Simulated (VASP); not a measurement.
Here is a VASP 6.6.1 calculation.

The input INCAR:

```
ALGO = Normal ; EDIFF = 1E-6
ENCUT = 500 ; GGA = PS
GGA_COMPAT = F ; ISIF = 2
ISMEAR = 0 ; LASPH = T
LCHARG = F ; LREAL = F
LWAVE = F ; NBANDS = 11
NELM = 120 ; PREC = Accurate
SIGMA = 0.01
```

The input KPOINTS:

```
k-points
0
Gamma
  8 8 8
```

POSCAR

```
AlP
1.0
    2.7570349701      2.7570349701      0.0000000000
   -2.7570349701      2.7570349701      0.0000000000
    0.0000000000      2.7570349701      2.7570349701
Al P
1 1
Direct
    0.0000000000      0.0000000000      0.0000000000
    0.7500000000      0.2500000000      0.5000000000
```

Potentials or basis: VASP PAW PBE potentials, release 64 (Al, P).

The run is started by

```bash
$ cat potpaw_PBE.64/Al/POTCAR potpaw_PBE.64/P/POTCAR > POTCAR
$ mpirun -np 1 vasp_std > vasp.out
```

(1) Predict the band gap on the k mesh.

(2) Predict the pressure.

Answers

(1) 1.49 eV, indirect (least direct gap 2.96 eV).

(2) -1.9 GPa.

Caveat: the PAW data sets were made with another functional, which shifts forces and pressure a little.
